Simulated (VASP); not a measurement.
# SnSe (Pnma) in VASP: single point with LDA

Aim: the single point of SnSe with LDA.

Program: VASP 6.6.1. These are calculated values, not measurements. Logs are shortened: lines on timing, memory, paths and dates and some standing lists are left out, and cuts for length are marked.

## (1) The cell of the first run

Symmetry: Pnma, No. 62, orthorhombic system. Conventional cell: a = 11.501 Å, b = 4.153 Å, c = 4.445 Å, α = 90.00°, β = 90.00°, γ = 90.00°. Within 3.6 Å of Sn (site symmetry m) lie 6 Se at 2.75 to 3.43 Å and 2 Sn at 3.58 Å. Se (site symmetry m) has 6 Sn at 2.75 to 3.43 Å within 3.6 Å.

## (2) Single point, LDA

INCAR reads:

```
SYSTEM = SnSe
PREC     = Accurate       ! precision mode
ENCUT    = 500            ! plane-wave cutoff, eV
EDIFF    = 1E-6           ! SCF threshold, eV
ISMEAR   = 0              ! smearing method
SIGMA    = 0.05           ! smearing width, eV
LREAL    = .False.        ! projectors in reciprocal space
LASPH    = .True.         ! aspherical terms in the spheres
NELM     = 120            ! most SCF steps
ALGO     = Normal         ! electronic algorithm
ISIF     = 2              ! what is computed and relaxed
LWAVE    = .False.        ! write WAVECAR
LCHARG   = .True.         ! write CHGCAR
GGA      = CA             ! functional
LELF     = .True.         ! ELF
LVHAR    = .True.       
NBANDS   = 50             ! bands
GGA_COMPAT= .False.
```

KPOINTS reads:

```
regular mesh
0
Gamma
  3 8 8
  0 0 0
```

POSCAR reads:

```
SnSe
1.0
   11.5010000000      0.0000000000      0.0000000000
    0.0000000000      4.1530000000      0.0000000000
    0.0000000000      0.0000000000      4.4450000000
Sn Se
4 4
Direct
    0.1191494198      0.2500000000      0.1116970516
    0.3808505802      0.7500000000      0.6116970516
    0.6191494198      0.2500000000      0.3883029484
    0.8808505802      0.7500000000      0.8883029484
    0.3560266079      0.2500000000      0.0247450542
    0.1439733921      0.7500000000      0.5247450542
    0.8560266079      0.2500000000      0.4752549458
    0.6439733921      0.7500000000      0.9752549458
```

Potentials or basis: VASP PAW LDA potentials, release 64 (Sn_d, Se).

On the command line:

```console
$ cat potpaw_LDA.64/Sn_d/POTCAR potpaw_LDA.64/Se/POTCAR > POTCAR
$ mpirun -np 1 vasp_std > vasp.out
```

OUTCAR:

```text
SYSTEM = SnSe
   PREC = Accurate
   ENCUT = 500
   EDIFF = 1E-6
   ISMEAR = 0
   LREAL = .False.
   LASPH = .True.
   NELM = 120
   ISIF = 2
   GGA = CA

 ion  position               nearest neighbor table
   1  0.119  0.250  0.112-   5 2.75   6 2.79   6 2.79   4 3.58   4 3.58
   2  0.381  0.750  0.612-   6 2.75   5 2.79   5 2.79   3 3.58   3 3.58
   3  0.619  0.250  0.388-   7 2.75   8 2.79   8 2.79   2 3.58   2 3.58
   4  0.881  0.750  0.888-   8 2.75   7 2.79   7 2.79   1 3.58   1 3.58
   5  0.356  0.250  0.025-   1 2.75   2 2.79   2 2.79
   6  0.144  0.750  0.525-   2 2.75   1 2.79   1 2.79
   7  0.856  0.250  0.475-   3 2.75   4 2.79   4 2.79
   8  0.644  0.750  0.975-   4 2.75   3 2.79   3 2.79

  LATTYP: Found a simple orthorhombic cell.
 ALAT       =     4.1530000000
 B/A-ratio  =     1.0703106188
 C/A-ratio  =     2.7693233807

  Lattice vectors:

 A1 = (   0.0000000000,   4.1530000000,   0.0000000000)
 A2 = (   0.0000000000,   0.0000000000,   4.4450000000)
 A3 = (  11.5010000000,   0.0000000000,   0.0000000000)

Analysis of symmetry for initial positions (statically):
=====================================================================
 Subroutine PRICEL returns:
 Original cell was already a primitive cell.

 Routine SETGRP: Setting up the symmetry group for a
 simple orthorhombic supercell.

 Subroutine GETGRP returns: Found  8 space group operations
 (whereof  2 operations were pure point group operations)
 out of a pool of  8 trial point group operations.

The static configuration has the point symmetry S_2 .
 The point group associated with its full space group is D_2h.

Analysis of symmetry for dynamics (positions and initial velocities):
=====================================================================
 Subroutine PRICEL returns:
 Original cell was already a primitive cell.

 Routine SETGRP: Setting up the symmetry group for a
 simple orthorhombic supercell.

 Subroutine GETGRP returns: Found  8 space group operations
 (whereof  2 operations were pure point group operations)
 out of a pool of  8 trial point group operations.

The dynamic configuration has the point symmetry S_2 .
 The point group associated with its full space group is D_2h.

 Subroutine INISYM returns: Found  8 space group operations
 (whereof  2 operations are pure point group operations),
 and found     1 'primitive' translations

----------------------------------------------------------------------------------------

                                     Primitive cell

  volume of cell :     212.3094

  direct lattice vectors                    reciprocal lattice vectors
    11.501000000  0.000000000  0.000000000     0.086948961  0.000000000  0.000000000
     0.000000000  4.153000000  0.000000000     0.000000000  0.240789791  0.000000000
     0.000000000  0.000000000  4.445000000     0.000000000  0.000000000  0.224971879

  length of vectors
    11.501000000  4.153000000  4.445000000     0.086948961  0.240789791  0.224971879

  position of ions in fractional coordinates (direct lattice)
     0.119149420  0.250000000  0.111697052
     0.380850580  0.750000000  0.611697052
     0.619149420  0.250000000  0.388302948
     0.880850580  0.750000000  0.888302948
     0.356026608  0.250000000  0.024745054
     0.143973392  0.750000000  0.524745054
     0.856026608  0.250000000  0.475254946
     0.643973392  0.750000000  0.975254946

  ion indices of the primitive-cell ions
   primitive index   ion index
                 1           1
                 2           2
                 3           3
                 4           4
                 5           5
                 6           6
                 7           7
                 8           8

----------------------------------------------------------------------------------------

 KPOINTS: regular mesh

Automatic generation of k-mesh.
 Grid dimensions read from file:
 generate k-points for:    3    8    8

 Generating k-lattice:

  Cartesian coordinates                     Fractional coordinates (reciprocal lattice)
     0.028982987  0.000000000  0.000000000     0.333333333  0.000000000  0.000000000
     0.000000000  0.030098724  0.000000000     0.000000000  0.125000000  0.000000000
     0.000000000  0.000000000  0.028121485     0.000000000  0.000000000  0.125000000

  Length of vectors
     0.028982987  0.030098724  0.028121485

  Shift w.r.t. Gamma in fractional coordinates (k-lattice)
     0.000000000  0.000000000  0.000000000

 Subroutine IBZKPT returns following result:
 ===========================================

 Found     50 irreducible k-points:

 Following reciprocal coordinates:
            Coordinates               Weight
  0.000000  0.000000  0.000000      1.000000
  0.333333  0.000000  0.000000      2.000000
  0.000000  0.125000  0.000000      2.000000
  0.333333  0.125000  0.000000      4.000000
  0.000000  0.250000  0.000000      2.000000
  0.333333  0.250000  0.000000      4.000000
[... 16 lines left out ...]
  0.000000  0.125000  0.250000      4.000000
  0.333333  0.125000  0.250000      8.000000
 [... further k-points ...]
   k-points           NKPTS =     50   k-points in BZ     NKDIM =     50   number of bands    NBANDS=     50
   number of dos      NEDOS =    301   number of ions     NIONS =      8
   total plane-waves  NPLWV =  80640
   dimension x,y,z NGX =    84 NGY =   30 NGZ =   32
   dimension x,y,z NGXF=   168 NGYF=   60 NGZF=   64
   ions per type =               4   4
   NGX,Y,Z   is equivalent  to a cutoff of  12.14, 12.01, 11.97 a.u.
   NGXF,Y,Z  is equivalent  to a cutoff of  24.28, 24.02, 23.94 a.u.
 SYSTEM =  SnSe
   PREC   = accura    normal or accurate (medium, high low for compatibility)
   ISTART =      0    job   : 0-new  1-cont  2-samecut
   ICHARG =      2    charge: 1-file 2-atom 10-const
   ISPIN  =      1    spin polarized calculation?
   LNONCOLLINEAR =      F non collinear calculations
   LSORBIT =      F    spin-orbit coupling
   LASPH  =      T    aspherical Exc in radial PAW
   ENCUT  =  500.0 eV  36.75 Ry    6.06 a.u.  20.97  7.57  8.10*2*pi/ulx,y,z
   NELM   =    120;   NELMIN=  2; NELMDL= -5     # of ELM steps
   EDIFF  = 0.1E-05   stopping-criterion for ELM
   LREAL  =      F    real-space projection
   EDIFFG = 0.1E-04   stopping-criterion for IOM
   NSW    =      0    number of steps for IOM
   IBRION =     -1    ionic relax: 0-MD 1-quasi-New 2-CG
   NFREE  =      0    steps in history (QN), initial steepest desc. (CG)
   ISIF   =      2    stress and relaxation
   ISYM   =      2    0-nonsym 1-usesym 2-fastsym
   POTIM  = 0.5000    time-step for ionic-motion
   TEBEG  =    0.0;   TEEND  =   0.0 temperature during run
   PSTRESS=    0.0 pullay stress
   NELECT =      80.0000    total number of electrons
   NUPDOWN=      -1.0000    fix difference up-down
   EMIN   =  10.00;   EMAX   =-10.00  energy-range for DOS
   EFERMI =   0.00;   METHOD = LEGACY
   ISMEAR =     0;   SIGMA  =   0.05  broadening in eV -4-tet -1-fermi 0-gaus
   EFERMI_NEDOS =   21; number of points for ismear=-14 and -15
   IALGO  =     38    algorithm
   IMIX   =      4    mixing-type and parameters
     AMIX     =   0.40;   BMIX     =  1.00
     AMIX_MAG =   1.60;   BMIX_MAG =  1.00
  volume/ion in A,a.u.               =      26.54       179.09
  Fermi-wavevector in a.u.,A,eV,Ry     =   1.182447  2.234501 19.023410  1.398181
  Thomas-Fermi vector in A             =   2.318701
   LORBIT       =      0    0 simple, 1 ext, 2 COOP (PROOUT), +10 PAW based schemes
   GGA     = CA    functional components
   LHFCALC =     F    Hartree Fock is set to
   AEXX    =    0.0000 exact exchange contribution
   IVDW    =     0    specifies the selected vdW correction
   LEPSILON=     F    determine dielectric tensor
   LRPA    =     F    only Hartree local field effects (RPA)
 non-spin polarized calculation
 Gauss-broadening in eV      SIGMA  =   0.05
  energy-cutoff  :      500.00
  volume of cell :      212.31
 maximum number of plane-waves:      5427
 NGX is ok and might be reduce to    84
   NGX = 41   NGY = 15   NGZ = 17

 number of electron      79.9999971 magnetization

 Free energy of the ion-electron system (eV)
  ---------------------------------------------------
  ext. energy  EPLUGINS =         0.00000000
  ---------------------------------------------------
  free energy    TOTEN  =       -37.95019543 eV

  energy without entropy =      -37.95019543  energy(sigma->0) =      -37.95019543

 E-fermi :   5.6130     XC(G=0): -10.0059

 val. band max:        5.3548650004   @ k =   0.0000   0.0000   0.3750
 cond. band min:       5.9918891612   @ k =   0.0000   0.3750   0.0000
 fundamental gap:      0.6370241609
 Fermi energy:         5.6130279253

 k-point     1 :       0.0000    0.0000    0.0000
  band No.  band energies     occupation
      1     -15.8745      2.00000
      2     -15.8565      2.00000
      3     -15.8556      2.00000
      4     -15.8513      2.00000
      5     -15.8480      2.00000
      6     -15.8473      2.00000
[... 42 lines left out ...]
     49       9.9986      0.00000
     50      10.0681      0.00000

 k-point     2 :       0.3333    0.0000    0.0000
  band No.  band energies     occupation
      1     -15.8716      2.00000
      2     -15.8641      2.00000
      3     -15.8518      2.00000
      4     -15.8508      2.00000
      5     -15.8492      2.00000
      6     -15.8492      2.00000
[... 42 lines left out ...]
     49      10.1770      0.00000
     50      10.2440      0.00000

 k-point     3 :       0.0000    0.1250    0.0000
  band No.  band energies     occupation
      1     -15.8709      2.00000
      2     -15.8563      2.00000
      3     -15.8529      2.00000
      4     -15.8525      2.00000
      5     -15.8486      2.00000
      6     -15.8486      2.00000
[... 42 lines left out ...]
     49       9.6081      0.00000
     50      10.1821      0.00000

 k-point     4 :       0.3333    0.1250    0.0000
  band No.  band energies     occupation
      1     -15.8683      2.00000
      2     -15.8618      2.00000
      3     -15.8525      2.00000
      4     -15.8513      2.00000
      5     -15.8497      2.00000
      6     -15.8475      2.00000
[... 999 lines left out ...]
 k-point    23 :       0.0000    0.1250    0.2500
  band No.  band energies     occupation
      1     -15.8679      2.00000
      2     -15.8565      2.00000
      3     -15.8565      2.00000
      4     -15.8535      2.00000
      5     -15.8508      2.00000
      6     -15.8497      2.00000
[... 42 lines left out ...]
     49       9.7787      0.00000
     50       9.9003      0.00000

 k-point    24 :       0.3333    0.1250    0.2500
  band No.  band energies     occupation
      1     -15.8659      2.00000
      2     -15.8608      2.00000
      3     -15.8559      2.00000
      4     -15.8543      2.00000
      5     -15.8497      2.00000
      6     -15.8478      2.00000
[... 42 lines left out ...]
     49       9.5242      0.00000
     50       9.7315      0.00000

 [... further k-points ...]
[... 5 lines left out ...]
  --------------------------------------------------------------------------------------
  -------------------------------------------------------------------------------------
  Total       -2.1442391     -2.4172351     -2.2745700      0.0000000      0.0000000      0.0000000
  in kB      -16.1813404    -18.2414842    -17.1648728      0.0000000      0.0000000      0.0000000
  external PRESSURE =     -17.1958991 kB  Pullay stress =       0.0000000 kB

 VOLUME and BASIS-vectors are now :
 -----------------------------------------------------------------------------
  energy-cutoff  :      500.00
  volume of cell :      212.31
      direct lattice vectors                 reciprocal lattice vectors
    11.501000000  0.000000000  0.000000000     0.086948961  0.000000000  0.000000000
     0.000000000  4.153000000  0.000000000     0.000000000  0.240789791  0.000000000
     0.000000000  0.000000000  4.445000000     0.000000000  0.000000000  0.224971879

 POSITION                                       TOTAL-FORCE (eV/Angst)
 -----------------------------------------------------------------------------------
      1.37034      1.03825      0.49649        -0.025541      0.000000     -0.017822
      4.38016      3.11475      2.71899         0.025541     -0.000000     -0.017822
      7.12084      1.03825      1.72601        -0.025541      0.000000      0.017822
     10.13066      3.11475      3.94851         0.025541      0.000000      0.017822
      4.09466      1.03825      0.10999         0.011371      0.000000      0.014774
      1.65584      3.11475      2.33249        -0.011371      0.000000      0.014774
      9.84516      1.03825      2.11251         0.011371      0.000000     -0.014774
      7.40634      3.11475      4.33501        -0.011371      0.000000     -0.014774
 -----------------------------------------------------------------------------------
    total drift:                               -0.000000      0.000000      0.000000

  FREE ENERGIE OF THE ION-ELECTRON SYSTEM (eV)
  ---------------------------------------------------
  free  energy   TOTEN  =       -37.9501954309 eV

  energy  without entropy=      -37.9501954309  energy(sigma->0) =      -37.95019543
```

Run time: 14 min. Hardware: 1 thread of Intel Xeon 8259CL, shared host; peak memory 0.47 GiB.

Results:

| Item | Value |
| --- | --- |
| Free energy | -37.9502 eV |
| Pressure | -1.7 GPa |
| Largest force | 0.031 eV/Å |
| Band gap on the k mesh | 0.64 eV (least direct gap 0.81 eV) |

Forces on the atoms (eV/Å):
```
Sn  -0.026  0.000 -0.018
Sn   0.026  0.000 -0.018
Sn  -0.026  0.000  0.018
Sn   0.026  0.000  0.018
Se   0.011  0.000  0.015
Se  -0.011  0.000  0.015
Se   0.011  0.000 -0.015
Se  -0.011  0.000 -0.015
```

Caveat: semilocal functionals underestimate gaps, and a narrow one can read as zero; spin-orbit coupling is left out, which moves the levels of the heavy elements. A k mesh can miss the band edges.
